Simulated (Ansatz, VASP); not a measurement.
# Si2C in VASP and in Ansatz

The input INCAR:

```
ALGO = Normal
EDIFF = 1E-7
EDIFFG = -0.04
ENCUT = 600
GGA = PE
GGA_COMPAT = F
IBRION = 2
ISIF = 3
ISMEAR = 0
LASPH = T
LCHARG = F
LREAL = F
LWAVE = F
NELM = 120
NELMIN = 4
NSW = 90
PREC = Accurate
SIGMA = 0.1
```

Contents of KPOINTS:

```
k-points
0
Gamma
  6 6 6
```

File POSCAR:

```
Si2C
1.0
    4.4324547400      0.0000000000      0.0000000000
   -2.2162273700      3.8386184100      0.0000000000
    0.0000000000      0.0000000000      2.8597836300
Si C
2 1
Direct
    0.3333333300      0.6666666700      0.5000000000
    0.6666666700      0.3333333300      0.5000000000
    0.0000000000      0.0000000000      0.0000000000
```

Input for Ansatz:

```yaml
crystal:
  lattice:
    - [4.43245474, 0.0, 0.0]
    - [-2.21622737, 3.83861841, 0.0]
    - [0.0, 0.0, 2.85978363]
  atoms:
    - { symbol: Si, position: [0.33333333, 0.66666667, 0.5] }
    - { symbol: Si, position: [0.66666667, 0.33333333, 0.5] }
    - { symbol: C, position: [0.0, 0.0, 0.0] }
basis:
  ecutwfc: 420
kpoints:
  mp_grid: { grid: [6, 6, 6] }
hamiltonian:
  xc: pbe
scf:
  occupations: { method: gaussian, width: 0.1 }
  lower_state_search: "off"
output:
  forces: true
  stress: true
  eigenvalues: true
relax:
  adjacent_minimum: "off"
  f_tol: 0.04
  max_steps: 70
  cell: { stress_tol: 0.4 }
```

Change from the starting cell: species swapped into the Li2Pd type (P6/mmm, No. 191).

Alike in both runs: task relaxation of cell and atoms; functional PBE; k mesh 6 × 6 × 6; occupations gaussian, width 0.1 eV; no spin polarisation.

|  | VASP | Ansatz |
| --- | --- | --- |
| version | VASP 6.6.1 | Ansatz 0.2.0 |
| potentials or method | VASP PAW PBE potentials, release 64 (Si, C), cutoff 600 eV | scalar-relativistic, plane waves, PAW |
| valence electrons in the cell | 12 | 12 |

|  | VASP | Ansatz | Ansatz less VASP |
| --- | --- | --- | --- |
| gap on the k mesh at the Fermi level, each at its own relaxed structure (eV) | none | none | - |
| relaxed volume (Å³/atom) | 12.64 | 12.67 | +0.027 |
| relaxed cell length with the largest relative difference (Å) | 3.999 | 4.002 | +0.0034 |

A gap of «none» marks a metal or a gap that the smearing closes.

The k mesh is coarse, so the values compare programs but aren't converged. Noted on VASP's run: the volume moved by over 15 % at a fixed basis, so the end points are rough.
